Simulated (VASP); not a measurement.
# Be (Im-3m) in VASP: notebook, part 2 of 2

VASP 6.6.1. The steps go on from the part before.

## (3) Single point, LDA (volume scaled by 0.96)

INCAR reads:

```
SYSTEM = Be
PREC = Accurate
ENCUT = 520
EDIFF = 1E-7
ISMEAR = -1
SIGMA = 0.1
LREAL = .FALSE.
LASPH = .TRUE.
NELM = 80
ALGO = Normal
ISIF = 2
LWAVE = .FALSE.
LCHARG = .FALSE.
GGA = CA
NBANDS = 7
```

KPOINTS reads:

```
Automatic mesh
0
G
  20 20 20
  0 0 0
```

POSCAR reads:

```
Be
1.0
   -1.2145828860      1.2145828860      1.2145828860
    1.2145828860     -1.2145828860      1.2145828860
    1.2145828860      1.2145828860     -1.2145828860
Be
1
Direct
    0.0000000000      0.0000000000      0.0000000000
```

Potentials or basis: VASP PAW LDA potentials, release 64 (Be).

The run is started by

```
cat potpaw_LDA.64/Be/POTCAR > POTCAR
mpirun -np 1 vasp_std > vasp.out
```

OUTCAR:

```text
SYSTEM = Be
   PREC = Accurate
   ENCUT = 520
   EDIFF = 1E-7
   ISMEAR = -1
   LREAL = .FALSE.
   LASPH = .TRUE.
   NELM = 80
   ISIF = 2
   GGA = CA

 ion  position               nearest neighbor table
   1  0.000  0.000  0.000-

  LATTYP: Found a body centered cubic cell.
 ALAT       =     2.4291657720

  Lattice vectors:

 A1 = (  -1.2145828860,   1.2145828860,   1.2145828860)
 A2 = (   1.2145828860,  -1.2145828860,   1.2145828860)
 A3 = (   1.2145828860,   1.2145828860,  -1.2145828860)

Analysis of symmetry for initial positions (statically):
=====================================================================
 Subroutine PRICEL returns:
 Original cell was already a primitive cell.

 Routine SETGRP: Setting up the symmetry group for a
 body centered cubic supercell.

 Subroutine GETGRP returns: Found 48 space group operations
 (whereof 48 operations were pure point group operations)
 out of a pool of 48 trial point group operations.

The static configuration has the point symmetry O_h .

Analysis of symmetry for dynamics (positions and initial velocities):
=====================================================================
 Subroutine PRICEL returns:
 Original cell was already a primitive cell.

 Routine SETGRP: Setting up the symmetry group for a
 body centered cubic supercell.

 Subroutine GETGRP returns: Found 48 space group operations
 (whereof 48 operations were pure point group operations)
 out of a pool of 48 trial point group operations.

The dynamic configuration has the point symmetry O_h .

 Subroutine INISYM returns: Found 48 space group operations
 (whereof 48 operations are pure point group operations),
 and found     1 'primitive' translations

----------------------------------------------------------------------------------------

[... 106 lines left out ...]
   EFERMI_NEDOS =   21; number of points for ismear=-14 and -15
   IALGO  =     38    algorithm
   IMIX   =      4    mixing-type and parameters
     AMIX     =   0.40;   BMIX     =  1.00
     AMIX_MAG =   1.60;   BMIX_MAG =  1.00
  volume/ion in A,a.u.               =       7.17        48.37
  Fermi-wavevector in a.u.,A,eV,Ry     =   1.069804  2.021637 15.571613  1.144481
  Thomas-Fermi vector in A             =   2.205495
   LORBIT       =      0    0 simple, 1 ext, 2 COOP (PROOUT), +10 PAW based schemes
   GGA     = CA    functional components
   LHFCALC =     F    Hartree Fock is set to
   AEXX    =    0.0000 exact exchange contribution
   IVDW    =     0    specifies the selected vdW correction
   LEPSILON=     F    determine dielectric tensor
   LRPA    =     F    only Hartree local field effects (RPA)
 non-spin polarized calculation
  energy-cutoff  :      520.00
  volume of cell :        7.17
 maximum number of plane-waves:       204
   NGX =  7   NGY =  7   NGZ =  7

 number of electron       2.0000000 magnetization

 Free energy of the ion-electron system (eV)
  ---------------------------------------------------
  ext. energy  EPLUGINS =         0.00000000
  ---------------------------------------------------
  free energy    TOTEN  =        -4.11040723 eV

  energy without entropy =       -4.10697211  energy(sigma->0) =       -4.10868967

 E-fermi :   8.4651     XC(G=0): -10.9550

 val. band max:        8.4416033275   @ k =  -0.3500  -0.4000   0.0500
 cond. band min:       8.4741012570   @ k =   0.3000   0.2500   0.1500
 fundamental gap:      0.0324979295
 Fermi energy:         8.4651352566

 k-point     1 :       0.0000    0.0000    0.0000
  band No.  band energies     occupation
      1      -4.1447      2.00000
      2      28.9954      0.00000
      3      28.9954      0.00000
      4      28.9954      0.00000
      5      41.1145      0.00000
      6      41.1145      0.00000
      7      41.1145      0.00000
[... 221 lines left out ...]
 k-point    24 :       0.2500    0.1000    0.0000
  band No.  band energies     occupation
      1      -0.6782      2.00000
      2      16.6293      0.00000
      3      21.8001      0.00000
      4      24.6687      0.00000
      5      34.7094      0.00000
      6      35.7305      0.00000
      7      43.0602      0.00000

 [... further k-points ...]

------------------------ aborting loop because EDIFF is reached ----------------------------------------

  FORCE on cell =-STRESS in cart. coord.  units (eV):
  Direction    XX          YY          ZZ          XY          YZ          ZX
  --------------------------------------------------------------------------------------
  -------------------------------------------------------------------------------------
  Total        0.2759851      0.2759851      0.2759851      0.0000000      0.0000000      0.0000000
  in kB       61.6956763     61.6956763     61.6956763      0.0000000      0.0000000      0.0000000
  external PRESSURE =      61.6956763 kB  Pullay stress =       0.0000000 kB

 VOLUME and BASIS-vectors are now :
 -----------------------------------------------------------------------------
  energy-cutoff  :      520.00
  volume of cell :        7.17
      direct lattice vectors                 reciprocal lattice vectors
    -1.214582886  1.214582886  1.214582886     0.000000000  0.411663960  0.411663960
     1.214582886 -1.214582886  1.214582886     0.411663960  0.000000000  0.411663960
     1.214582886  1.214582886 -1.214582886     0.411663960  0.411663960  0.000000000

 POSITION                                       TOTAL-FORCE (eV/Angst)
 -----------------------------------------------------------------------------------
      0.00000      0.00000      0.00000         0.000000      0.000000      0.000000
 -----------------------------------------------------------------------------------
    total drift:                               -0.000000     -0.000000     -0.000000

  FREE ENERGIE OF THE ION-ELECTRON SYSTEM (eV)
  ---------------------------------------------------
  free  energy   TOTEN  =        -4.1104072295 eV

  energy  without entropy=       -4.1069721075  energy(sigma->0) =       -4.10868967
```

OSZICAR:

```text
N       E                     dE             d eps       ncg     rms          rms(c)
DAV:   1    -0.315252727895E+01   -0.31525E+01   -0.12118E+03  4032   0.245E+02
DAV:   2    -0.413915832761E+01   -0.98663E+00   -0.96127E+00  4872   0.215E+01
DAV:   3    -0.414022946901E+01   -0.10711E-02   -0.10711E-02  4263   0.673E-01
DAV:   4    -0.414022951993E+01   -0.50922E-07   -0.51677E-07  5194   0.463E-03
DAV:   5    -0.414022952004E+01   -0.10840E-09   -0.20715E-11  4256   0.161E-05    0.858E-01
DAV:   6    -0.411960719772E+01    0.20622E-01   -0.93799E-04  3759   0.217E-01    0.520E-01
DAV:   7    -0.411041124894E+01    0.91959E-02   -0.12879E-03  3857   0.262E-01    0.166E-02
DAV:   8    -0.411040754182E+01    0.37071E-05   -0.29355E-06  4158   0.121E-02    0.350E-03
DAV:   9    -0.411040723692E+01    0.30490E-06   -0.18432E-07  4298   0.289E-03    0.179E-04
DAV:  10    -0.411040722947E+01    0.74482E-08   -0.56603E-10  2429   0.196E-04
   1 F= -.41104072E+01 E0= -.41086897E+01  d E =-.343512E-02
```

Wall time 4.9 s (1 thread of Intel Xeon Platinum 8259CL at 2.50GHz (Skylake/Cascade Lake), shared host); peak memory 0.11 GiB.

Results:

```yaml
Free_energy: -4.1104 eV
Pressure: 6.2 GPa
Band_gap_on_the_k_mesh: zero (band 1 reaches 12.65 eV, above the bottom of band 2 at 7.07 eV)
```

Levels at points of the mesh, in eV from the Fermi level:
```csv
k point,band 1,band 2,band 3,band 4,band 5
"(0.00, 0.00, 0.00)",-12.61,20.53,20.53,20.53,32.65
"(0.50, 0.00, 0.00)",-5.57,0.82,12.98,16.39,21.68
"(0.50, 0.50, 0.50)",4.19,4.19,4.19,10.43,10.43
```

Caveat: the cell differs from its parent crystal (volume scaled by 0.96).

## (4) Single point, LDA

This run uses another cell than the first one, of 7.47 Å³/atom, 1.087 times its volume.

INCAR reads:

```
PREC = Accurate
ENCUT = 520
EDIFF = 1E-6
ISMEAR = -1
SIGMA = 0.1
LREAL = F
LASPH = T
NELM = 80
ALGO = Normal
ISIF = 2
LWAVE = F
LCHARG = T
LELF = T
LVHAR = T
NBANDS = 7
```

KPOINTS reads:

```
regular mesh
0
Gamma
  20 20 20
```

POSCAR reads:

```
Be
1.0
   -1.2312230755      1.2312230755      1.2312230755
    1.2312230755     -1.2312230755      1.2312230755
    1.2312230755      1.2312230755     -1.2312230755
Be
1
Direct
    0.0000000000      0.0000000000      0.0000000000
```

The run is started by

```
cat potpaw_LDA.64/Be/POTCAR > POTCAR
mpirun -np 1 vasp_std > vasp.out
```

Run time: 5 s. Hardware: 1 thread of Intel Xeon Platinum 8259CL at 2.50GHz (Skylake/Cascade Lake), shared host; peak memory 0.11 GiB.

The run converged. Its results:

```yaml
Free_energy: -4.1163 eV
Pressure: 0.3 GPa
Band_gap_on_the_k_mesh: zero (band 1 reaches 12.15 eV, above the bottom of band 2 at 6.75 eV)
```

Levels at points of the mesh, in eV from the Fermi level:
```tsv
k point	band 1	band 2	band 3	band 4	band 5
(0.00, 0.00, 0.00)	-12.38	19.85	19.85	19.85	31.80
(0.50, 0.00, 0.00)	-5.41	0.68	12.56	15.89	21.15
(0.50, 0.50, 0.50)	4.05	4.05	4.05	10.21	10.21
```

## (5) Single point, LDA (volume scaled by 1.04)

INCAR reads:

```
SYSTEM = Be
  PREC = Accurate
  ENCUT = 520
  EDIFF = 1E-6
  ISMEAR = -1
  SIGMA = 0.1
  LREAL = .False.
  LASPH = .True.
  NELM = 60
  ALGO = Normal
  ISIF = 2
  LWAVE = .False.
  LCHARG = .False.
  NBANDS = 7
```

KPOINTS reads:

```
Automatic mesh
0
Gamma
  20 20 20
  0 0 0
```

POSCAR reads:

```
Be
1.0
   -1.2474252372      1.2474252372      1.2474252372
    1.2474252372     -1.2474252372      1.2474252372
    1.2474252372      1.2474252372     -1.2474252372
Be
1
Direct
    0.0000000000      0.0000000000      0.0000000000
```

The run is started by

```
cat potpaw_LDA.64/Be/POTCAR > POTCAR
mpirun -np 1 vasp_std > vasp.out
```

It took 4.8 s on 1 thread of Intel Xeon Platinum 8259CL at 2.50GHz (Skylake/Cascade Lake), shared host; peak memory 0.11 GiB.

It converged, with:

- Free energy: -4.1123 eV
- Pressure: -4.6 GPa
- Band gap on the k mesh: zero (band 1 reaches 11.69 eV, above the bottom of band 2 at 6.46 eV)

Levels at points of the mesh, in eV from the Fermi level:
```tsv
k point	band 1	band 2	band 3	band 4	band 5
(0.00, 0.00, 0.00)	-12.15	19.21	19.21	19.21	31.01
(0.50, 0.00, 0.00)	-5.25	0.55	12.16	15.42	20.65
(0.50, 0.50, 0.50)	3.92	3.92	3.92	10.02	10.02
```

Caveat: the cell differs from its parent crystal (volume scaled by 1.04).

## (6) The runs side by side

```tsv
cell	gap on the mesh (eV)	pressure (GPa)
a = 2.074 Å, angles 109.5°, 1 atom	none	13.1
a = 2.104 Å, angles 109.5°, 1 atom	none	6.2
a = 2.133 Å, angles 109.5°, 1 atom	none	0.3
a = 2.161 Å, angles 109.5°, 1 atom	none	-4.6
```

Alike in all rows: task single point; level LDA; potentials or basis VASP PAW LDA potentials, release 64 (Be); no spin polarisation; k mesh 20 × 20 × 20; cutoff (eV) 520; smearing fermi-dirac 0.1 eV.

Absolute energies hang on the potentials; compare differences alone.
